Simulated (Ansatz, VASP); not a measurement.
## Two plane-wave programs on SiC

```
Si C
1.0
     3.09500    0.00000    0.00000
    -1.54750    2.68035    0.00000
     0.00000    0.00000   15.17000
Si C
6 6
Cartesian
  1.5475 0.8934 6.9524
  0.0000 1.7869 14.5374
  1.5475 0.8934 12.0101
  0.0000 1.7869 4.4251
  0.0000 0.0000 9.4812
  0.0000 0.0000 1.8962
  1.5475 0.8934 5.0562
  0.0000 1.7869 12.6412
  1.5475 0.8934 10.1138
  0.0000 1.7869 2.5288
  0.0000 0.0000 7.5850
  0.0000 0.0000 0.0000
```

Alike in both runs: task single point; functional RPBE; dispersion D3(BJ); k mesh 10 × 10 × 2; occupations fermi-dirac, width 0.05 eV; no spin polarisation.

```csv
,VASP,Ansatz
version,VASP 6.6.1,Ansatz 0.2.0
potentials or method,"VASP PAW PBE potentials, release 64 (Si, C)",Ansatz PAW
plane-wave cutoff (eV),520,420
valence electrons in the cell,48,48
```

Ansatz gave:

| Item | Value |
| --- | --- |
| gap on the k mesh at the Fermi level (eV) | 2.04 |
| least direct gap on the mesh (eV) | 3.13 |
| pressure (GPa) | -18.1 |
| traceless stress, the component that is largest in VASP (GPa) | 0.43 |
| rms of the force components (eV/Å) | 0.039 |

Task: Which values does VASP return?

Result: gap on the k mesh at the Fermi level (eV): 2.03; least direct gap on the mesh (eV): 3.12; pressure (GPa): -18.6; traceless stress, the component that is largest in VASP (GPa): 0.43; rms of the force components (eV/Å): 0.039.

VASP's potentials were made for PBE, not for RPBE. Atom by atom the forces differ by 0.000 eV/Å (rms over components).
